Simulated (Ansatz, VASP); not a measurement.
TlBr in VASP and in Ansatz

```xyz
2
Lattice="3.9462 0.0000 0.0000 0.0000 3.9462 0.0000 0.0000 0.0000 3.9462" Properties=species:S:1:pos:R:3 pbc="T T T"
Tl    0.0000    0.0000    0.0000
Br    1.9731    1.9731    1.9731
```

Alike in both runs: task single point; functional PBE-based screened hybrid; k mesh 4 × 4 × 4; no spin polarisation.

|  | VASP | Ansatz |
| --- | --- | --- |
| version | VASP 6.6.1 | Ansatz 0.2.0 |
| potentials or method | VASP PAW PBE potentials, release 64 (Tl_d, Br) | plane waves |
| plane-wave cutoff (eV) | 400 | 420 |
| occupations | gaussian, width 0.01 eV | fixed |
| valence electrons in the cell | 20 | 20 |

```tsv
	VASP	Ansatz	Ansatz less VASP
gap on the k mesh at the Fermi level (eV)	2.63	2.62	-0.004
pressure (GPa)	1.4	1.6	+0.11
```

VASP's potentials were made for PBE, not for PBE-based screened hybrid. Ansatz's warnings: stress exchange threshold loose, stress scf threshold loose.

Neither program's run includes spin-orbit coupling.
